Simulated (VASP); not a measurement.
Set up this calculation in VASP 6.6.1, as the native input.

```
Task                   : single point
Functional             : r2SCAN
Potentials or basis    : VASP PAW PBE potentials, release 64 (Pb_d, Se)
Cutoff                 : 520 eV
k mesh                 : 8 × 8 × 8
Occupations            : fermi-dirac, width 0.02 eV
Spin                   : non-collinear spin, zero start, spin-orbit coupling
Starting moments       : [[0.0, 0.0, 0.0], [0.0, 0.0, 0.0]] μB
Dipole correction      : no
Further INCAR settings : ALGO = Normal; EDIFF = 1e-07; NBANDS = 32
```

PbSe:

```
CELL_PARAMETERS angstrom
0.00000 2.96515 3.11377
2.96515 0.00000 3.11377
2.96515 2.96515 0.00000
ATOMIC_POSITIONS crystal
Pb 0.00000 0.00000 0.00000
Se 0.50000 0.50000 0.50000
```

This cell differs from its parent crystal: epitaxial xy strain -4.0%.

One way to write it, as run:

POSCAR

```
PbSe
1.0
    0.0000000000      2.9651541308      3.1137716549
    2.9651541308      0.0000000000      3.1137716549
    2.9651541308      2.9651541308      0.0000000000
Pb Se
1 1
Direct
    0.0000000000      0.0000000000      0.0000000000
    0.5000000000      0.5000000000      0.5000000000
```

INCAR.step1

```
PREC     = Accurate       # precision mode
ENCUT    = 520            # plane-wave cutoff, eV
ISMEAR   = -1             # smearing method
SIGMA    = 0.02           # smearing width, eV
LREAL    = False          # projectors in reciprocal space
LASPH    = True           # aspherical terms in the spheres
NELM     = 150            # most SCF steps
MAGMOM   = 0 0 0 0 0 0    # initial moments
LSORBIT  = True           # spin-orbit coupling
GGA_COMPAT= False        
NBANDS   = 32             # bands
GGA      = PE             # functional
ALGO     = Normal         # electronic algorithm
EDIFF    = 1E-4           # SCF threshold, eV
LWAVE    = True           # write WAVECAR
LCHARG   = False          # write CHGCAR
```

INCAR.step2

```
PREC     = Accurate       # precision mode
ENCUT    = 520            # plane-wave cutoff, eV
EDIFF    = 1E-7           # SCF threshold, eV
ISMEAR   = -1             # smearing method
SIGMA    = 0.02           # smearing width, eV
LREAL    = False          # projectors in reciprocal space
LASPH    = True           # aspherical terms in the spheres
NELM     = 150            # most SCF steps
ALGO     = Normal         # electronic algorithm
ISIF     = 2              # what is computed and relaxed
LWAVE    = False          # write WAVECAR
LCHARG   = False          # write CHGCAR
MAGMOM   = 0 0 0 0 0 0    # initial moments
LORBIT   = 11             # projections on sites
LSORBIT  = True           # spin-orbit coupling
GGA_COMPAT= False        
LORBMOM  = True         
METAGGA  = R2SCAN         # meta-GGA
LMIXTAU  = True         
NBANDS   = 32             # bands
ISTART   = 1
```

KPOINTS

```
Automatic mesh
0
Gamma
  8 8 8
```

Potentials or basis: VASP PAW PBE potentials, release 64 (Pb_d, Se).

Run with:

```sh
$ cat potpaw_PBE.64/Pb_d/POTCAR potpaw_PBE.64/Se/POTCAR > POTCAR
$ cp INCAR.step1 INCAR
$ mpirun -np 1 vasp_ncl > vasp.out
$ cp INCAR.step2 INCAR
$ mpirun -np 1 vasp_ncl > vasp.out
```

Results of the run:

The pressure is 4.4 GPa, the net moment is 0.00 μB per cell and the valence electrons inside the program's atomic spheres are Pb 11.88; Se 3.88.

Caveat: the cell differs from its parent crystal (epitaxial xy strain -4.0%); the cell stands under pressure; the PAW data sets were made with another functional, which shifts forces and pressure a little.

Run time: 17 min on 1 thread of AMD EPYC 7R13 Processor (Zen 3) (shared host), peak memory 0.43 GiB.
